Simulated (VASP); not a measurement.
Wanted: the native input for a VASP 6.6.1 run.

* Task: single point
* Functional: r2SCAN
* Potentials or basis: VASP PAW PBE potentials, release 64 (Hf_pv, O)
* Cutoff: 520 eV
* k mesh: 6 × 6 × 6
* Occupations: gaussian, width 0.01 eV
* Spin: no spin polarisation
* Dipole correction: no
* Further INCAR settings: ALGO = Normal; EDIFF = 1e-07; NBANDS = 56

The system is HfO2.

```
Hf O
1.0
     5.29897    0.00000    0.00000
     0.00000    5.08067    0.00000
     0.00000    0.00000    5.03082
Hf O
4 8
Direct
  0.03218 0.26596 0.23988
  0.46782 0.26596 0.73988
  0.53218 0.73404 0.23988
  0.96782 0.73404 0.73988
  0.36565 0.06750 0.38247
  0.13435 0.06750 0.88247
  0.72779 0.46431 0.49065
  0.77221 0.46431 0.99065
  0.27221 0.53569 0.99065
  0.22779 0.53569 0.49065
  0.86565 0.93250 0.38247
  0.63435 0.93250 0.88247
```

This cell differs from its parent crystal: epitaxial xy strain +1.0%.

These files were run (other wordings do the same):

POSCAR

```
HfO2
1.0
    5.2989713529      0.0000000000      0.0000000000
    0.0000000000      5.0806726132      0.0000000000
    0.0000000000      0.0000000000      5.0308222208
Hf O
4 8
Direct
    0.0321753551      0.2659554968      0.2398848018
    0.4678246449      0.2659554968      0.7398848018
    0.5321753551      0.7340445032      0.2398848018
    0.9678246449      0.7340445032      0.7398848018
    0.3656516749      0.0675039455      0.3824690525
    0.1343483251      0.0675039455      0.8824690525
    0.7277946976      0.4643133728      0.4906461457
    0.7722053024      0.4643133728      0.9906461457
    0.2722053024      0.5356866272      0.9906461457
    0.2277946976      0.5356866272      0.4906461457
    0.8656516749      0.9324960545      0.3824690525
    0.6343483251      0.9324960545      0.8824690525
```

INCAR.step1

```
PREC = Accurate
ENCUT = 520
ISMEAR = 0
SIGMA = 0.01
LREAL = False
LASPH = True
NELM = 100
NBANDS = 56
GGA = PE
ALGO = Normal
EDIFF = 1E-4
LWAVE = True
LCHARG = False
```

INCAR.step2

```
PREC = Accurate
ENCUT = 520
EDIFF = 1E-7
ISMEAR = 0
SIGMA = 0.01
LREAL = False
LASPH = True
NELM = 100
ALGO = Normal
ISIF = 2
LWAVE = False
LCHARG = False
METAGGA = R2SCAN
LMIXTAU = True
NBANDS = 56
ISTART = 1
```

KPOINTS

```
Automatic mesh
0
Gamma
  6 6 6
```

Potentials or basis: VASP PAW PBE potentials, release 64 (Hf_pv, O).

Launch:

```bash
$ cat potpaw_PBE.64/Hf_pv/POTCAR potpaw_PBE.64/O/POTCAR > POTCAR
$ cp INCAR.step1 INCAR
$ mpirun -np 1 vasp_std > vasp.out
$ cp INCAR.step2 INCAR
$ mpirun -np 1 vasp_std > vasp.out
```

It gave:

The pressure is -6.5 GPa and the largest force is 0.073 eV/Å. The band gap on the k mesh is 4.90 eV (least direct gap 5.15 eV).

Caveat: the cell differs from its parent crystal (epitaxial xy strain +1.0%); the cell stands under tension; the PAW data sets were made with another functional, which shifts forces and pressure a little; spin-orbit coupling is left out, which moves the levels of the heavy elements.

Run time: 43 min on 1 thread of Oxide Virtual Turin-like Processor, on a shared host, peak memory 0.46 GiB.
